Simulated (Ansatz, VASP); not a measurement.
**Si2Mo in VASP and in Ansatz**

INCAR

```
PREC = Accurate
ENCUT = 520
EDIFF = 1E-6
ISMEAR = 0
SIGMA = 0.15
LREAL = False
LASPH = True
NELM = 60
ALGO = Normal
ISIF = 2
LWAVE = False
LCHARG = False
GGA = PS
NBANDS = 18
```

Contents of KPOINTS:

```
Automatic mesh
0
Gamma
  20 20 20
```

Contents of POSCAR:

```
Si2Mo
1.0
   -1.5152833265      1.5152833265      3.8129247000
    1.5152833265     -1.5152833265      3.8129247000
    1.5152833265      1.5152833265     -3.8129247000
Si Mo
2 1
Direct
    0.3350596655      0.3350596655      0.0000000000
    0.6649403345      0.6649403345      0.0000000000
    0.0000000000      0.0000000000      0.0000000000
```

Input for Ansatz:

```yaml
crystal:
  lattice:
    - [-1.5152833265, 1.5152833265, 3.8129247]
    - [1.5152833265, -1.5152833265, 3.8129247]
    - [1.5152833265, 1.5152833265, -3.8129247]
  atoms:
    - { symbol: Si, position: [0.3350596655, 0.3350596655, 0.0] }
    - { symbol: Si, position: [0.6649403345, 0.6649403345, 0.0] }
    - { symbol: Mo, position: [0.0, 0.0, 0.0] }
basis:
  ecutwfc: 420
kpoints:
  mp_grid: { grid: [20, 20, 20] }
hamiltonian:
  xc: pbesol
scf:
  occupations: { method: gaussian, width: 0.15 }
output:
  forces: true
  stress: true
  eigenvalues: true
```

Change from the starting cell: strain -0.050 along x and y, -0.025 along z, atoms carried along.

Alike in both runs: task single point; functional PBEsol; k mesh 20 × 20 × 20; occupations gaussian, width 0.15 eV; no spin polarisation.

```csv
,VASP,Ansatz
version,VASP 6.6.1,Ansatz 0.2.0
potentials or method,"VASP PAW PBE potentials, release 64 (Si, Mo_sv), cutoff 520 eV","scalar-relativistic, plane waves, PAW"
valence electrons in the cell,22,22
```

```tsv
	VASP	Ansatz	Ansatz less VASP
gap on the k mesh at the Fermi level (eV)	none	none	-
pressure (GPa)	37.4	36.8	-0.60
traceless stress, the component that is largest in VASP (GPa)	-5.91	-5.90	+0.009
rms of the force components (eV/Å)	0.170	0.164	-0.0056
```

VASP's potentials were made for PBE, not for PBEsol. Atom by atom the forces differ by 0.006 eV/Å (rms over components). A gap of «none» marks a metal or a gap that the smearing closes. Both programs put the cell under a high pressure, so it lies far from rest at this level.
